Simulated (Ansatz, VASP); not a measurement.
**CuO in VASP and in Ansatz**

```
CELL_PARAMETERS angstrom
0.00000 2.32725 2.32725
2.32725 0.00000 2.32725
2.32725 2.32725 0.00000
ATOMIC_POSITIONS crystal
Cu 0.00000 0.00000 0.00000
O 0.25000 0.25000 0.25000
```

Alike in both runs: functional PBE; k mesh 8 × 8 × 8; occupations fermi-dirac, width 0.05 eV; no spin polarisation.

```csv
,VASP,Ansatz
version,VASP 6.6.1,Ansatz 0.2.0
potentials or method,"VASP PAW PBE potentials, release 64 (Cu, O)",Ansatz PAW
plane-wave cutoff (eV),520,420
valence electrons in the cell,17,25
task,single point,band structure
```

Ansatz gave:

```
gap on the k mesh at the Fermi level (eV) : none
pressure (GPa)                            : -9.7
```

What did VASP give for the same quantities?

gap on the k mesh at the Fermi level (eV): none; pressure (GPa): -9.1.

A gap of «none» marks a metal or a gap that the smearing closes. VASP's potentials hold 17 valence electrons a cell and Ansatz's 25, so a difference there can come from the potentials and not from the codes.
